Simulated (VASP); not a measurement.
# KBr (R-3m) in VASP: further runs, part 2 of 2

VASP 6.6.1.

### 3 Single point, PBE

This run uses another cell than the first one, of the same volume but with other edges.

File INCAR:

```
SYSTEM = KBr
PREC     = Accurate       ! precision mode
ENCUT    = 520            ! plane-wave cutoff, eV
EDIFF    = 1E-6           ! SCF threshold, eV
ISMEAR   = 0              ! smearing method
SIGMA    = 0.05           ! smearing width, eV
LREAL    = .False.        ! projectors in reciprocal space
LASPH    = .True.         ! aspherical terms in the spheres
NELM     = 80             ! most SCF steps
ALGO     = Normal         ! electronic algorithm
ISIF     = 2              ! what is computed and relaxed
LWAVE    = .False.        ! write WAVECAR
LCHARG   = .False.        ! write CHGCAR
GGA      = PE             ! functional
NBANDS   = 15             ! bands
```

File KPOINTS:

```
Automatic mesh
0
Gamma
  8 8 8
  0 0 0
```

File POSCAR:

```
KBr
1.0
   -0.7135313725      2.9771481404      2.9771481404
    2.9771481404     -0.7135313725      2.9771481404
    2.9771481404      2.9771481404     -0.7135313725
K Br
1 1
Direct
    0.0000000000      0.0000000000      0.0000000000
    0.5000000000      0.5000000000      0.5000000000
```

Potentials or basis: VASP PAW PBE potentials, release 64 (K_sv, Br).

Run with:

```console
> cat potpaw_PBE.64/K_sv/POTCAR potpaw_PBE.64/Br/POTCAR > POTCAR
> mpirun -np 1 vasp_std > vasp.out
```

OUTCAR:

```text
SYSTEM = KBr
   PREC = Accurate
   ENCUT = 520
   EDIFF = 1E-6
   ISMEAR = 0
   LREAL = .False.
   LASPH = .True.
   NELM = 80
   ISIF = 2
   GGA = PE

 ion  position               nearest neighbor table
   1  0.000  0.000  0.000-
   2  0.500  0.500  0.500-

  LATTYP: Found a trigonal (rhomboedric) cell.
 ALAT       =     4.2703570248
 COS(alpha) =     0.2530624440

  Lattice vectors:

 A1 = (  -0.7135313725,   2.9771481404,   2.9771481404)
 A2 = (   2.9771481404,  -0.7135313725,   2.9771481404)
 A3 = (   2.9771481404,   2.9771481404,  -0.7135313725)

Analysis of symmetry for initial positions (statically):
=====================================================================
 Subroutine PRICEL returns:
 Original cell was already a primitive cell.

 Routine SETGRP: Setting up the symmetry group for a
 trigonal (rhombohedral) supercell.

 Subroutine GETGRP returns: Found 12 space group operations
 (whereof 12 operations were pure point group operations)
 out of a pool of 12 trial point group operations.

The static configuration has the point symmetry D_3d.

Analysis of symmetry for dynamics (positions and initial velocities):
[... 167 lines left out ...]
  band No.  band energies     occupation
      1     -29.6926      2.00000
      2     -13.8730      2.00000
      3     -13.1643      2.00000
      4     -13.1396      2.00000
      5     -13.1396      2.00000
      6      -1.6349      2.00000
      7      -1.6349      2.00000
      8      -1.2608      2.00000
      9       2.6187      0.00000
     10       5.1242      0.00000
     11       5.1242      0.00000
     12       7.2506      0.00000
     13       7.2506      0.00000
     14       8.3362      0.00000
[... 401 lines left out ...]
      2     -13.9715      2.00000
      3     -13.1757      2.00000
      4     -13.1348      2.00000
      5     -13.0015      2.00000
      6      -2.5679      2.00000
      7      -1.8566      2.00000
      8      -1.5175      2.00000
      9       4.6165      0.00000
     10       5.5839      0.00000
     11       6.0331      0.00000
     12       7.4066      0.00000
     13       7.8434      0.00000
     14       8.1691      0.00000
     15      10.0595      0.00000

 [... further k-points ...]
[... 5 lines left out ...]
  --------------------------------------------------------------------------------------
  -------------------------------------------------------------------------------------
  Total        0.0408623      0.0408623      0.0408623      0.1814224      0.1814224      0.1814224
  in kB        0.9171190      0.9171190      0.9171190      4.0718717      4.0718717      4.0718717
  external PRESSURE =       0.9171190 kB  Pullay stress =       0.0000000 kB

 VOLUME and BASIS-vectors are now :
 -----------------------------------------------------------------------------
  energy-cutoff  :      520.00
  volume of cell :       71.39
      direct lattice vectors                 reciprocal lattice vectors
    -0.713531372  2.977148140  2.977148140    -0.117031262  0.153921552  0.153921552
     2.977148140 -0.713531372  2.977148140     0.153921552 -0.117031262  0.153921552
     2.977148140  2.977148140 -0.713531372     0.153921552  0.153921552 -0.117031262

 POSITION                                       TOTAL-FORCE (eV/Angst)
 -----------------------------------------------------------------------------------
      0.00000      0.00000      0.00000        -0.000000      0.000000     -0.000000
      2.62038      2.62038      2.62038         0.000000     -0.000000      0.000000
 -----------------------------------------------------------------------------------
    total drift:                                0.000000     -0.000000      0.000000

  FREE ENERGIE OF THE ION-ELECTRON SYSTEM (eV)
  ---------------------------------------------------
  free  energy   TOTEN  =        -6.1162244206 eV

  energy  without entropy=       -6.1162244206  energy(sigma->0) =       -6.11622442
```

OSZICAR:

```text
N       E                     dE             d eps       ncg     rms          rms(c)
DAV:   1     0.100744066649E+03    0.10074E+03   -0.69233E+03  1950   0.937E+02
DAV:   2     0.223130329646E-01   -0.10072E+03   -0.93189E+02  2511   0.231E+02
DAV:   3    -0.608691553272E+01   -0.61092E+01   -0.60766E+01  2692   0.500E+01
DAV:   4    -0.631737439262E+01   -0.23046E+00   -0.23041E+00  2975   0.838E+00
DAV:   5    -0.631909606763E+01   -0.17217E-02   -0.17217E-02  2741   0.824E-01    0.280E+00
DAV:   6    -0.613094516257E+01    0.18815E+00   -0.19677E-01  2489   0.228E+00    0.205E+00
DAV:   7    -0.610875008426E+01    0.22195E-01   -0.10417E-01  2629   0.188E+00    0.987E-01
DAV:   8    -0.611546076555E+01   -0.67107E-02   -0.14487E-02  2517   0.864E-01    0.122E-01
DAV:   9    -0.611593450467E+01   -0.47374E-03   -0.63311E-04  2757   0.178E-01    0.825E-02
DAV:  10    -0.611621832061E+01   -0.28382E-03   -0.32914E-04  2125   0.117E-01    0.165E-02
DAV:  11    -0.611622283017E+01   -0.45096E-05   -0.17753E-05  2814   0.262E-02    0.559E-03
DAV:  12    -0.611622428855E+01   -0.14584E-05   -0.30172E-06  2187   0.134E-02    0.326E-03
DAV:  13    -0.611622442061E+01   -0.13205E-06   -0.14828E-07  2053   0.256E-03
   1 F= -.61162244E+01 E0= -.61162244E+01  d E =-.254379E-15
```

Run time: 64 s. Hardware: 1 thread of Intel Xeon Platinum 8488C (Sapphire Rapids), shared host; peak memory 0.21 GiB.

What came out:

```yaml
Free_energy: -6.1162 eV
Pressure: 0.1 GPa
Band_gap_on_the_k_mesh: 3.88 eV, direct
```

Stress tensor (GPa, compression positive):
```
0.09 0.41 0.41
0.41 0.09 0.41
0.41 0.41 0.09
```

Levels at points of the mesh, in eV from the valence-band top:
| k point | band 5 | band 6 | band 7 | band 8 | band 9 | band 10 | band 11 | band 12 |
| --- | --- | --- | --- | --- | --- | --- | --- | --- |
| (0.00, 0.00, 0.00) | -11.88 | -0.37 | -0.37 | 0.00 | 3.88 | 6.38 | 6.38 | 8.51 |
| (0.50, 0.00, 0.00) | -11.61 | -1.62 | -0.56 | -0.18 | 6.24 | 7.26 | 7.96 | 9.06 |
| (0.50, 0.50, 0.00) | -11.88 | -1.22 | -0.94 | -0.20 | 5.43 | 6.60 | 8.49 | 8.55 |
| (0.50, 0.50, 0.50) | -11.79 | -1.38 | -1.05 | -1.05 | 6.32 | 8.31 | 8.51 | 8.51 |

 A k mesh can miss the band edges.
